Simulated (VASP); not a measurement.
The system is MgS (Niningerite).

```
CELL_PARAMETERS angstrom
0.00000 2.60152 2.60152
2.60152 0.00000 2.60152
2.60152 2.60152 0.00000
ATOMIC_POSITIONS crystal
Mg 0.00000 0.00000 0.00000
S 0.50000 0.50000 0.50000
```

Base run:

- Program: VASP 6.6.1
- Functional: PBE
- Potentials or basis: VASP PAW PBE potentials, release 64 (Mg, S)
- Cutoff: 520 eV
- k mesh: 6 × 6 × 6
- Occupations: gaussian, width 0.01 eV
- Spin: no spin polarisation

Its results: band gap on the k mesh 2.77 eV, indirect (least direct gap 3.71 eV); pressure 0.9 GPa.

**Question.** The run is repeated on the same cell with these changes: functional from PBE to HSE06. What comes out?

**Answer.** Band gap on the k mesh 3.75 eV, indirect (least direct gap 4.80 eV); pressure -0.7 GPa.

HSE06 gives the wider gap, since exact exchange removes part of the self-interaction.

Caveats: the PAW data sets were made with another functional, which shifts forces and pressure a little (some runs).

A k mesh can miss the band edges.
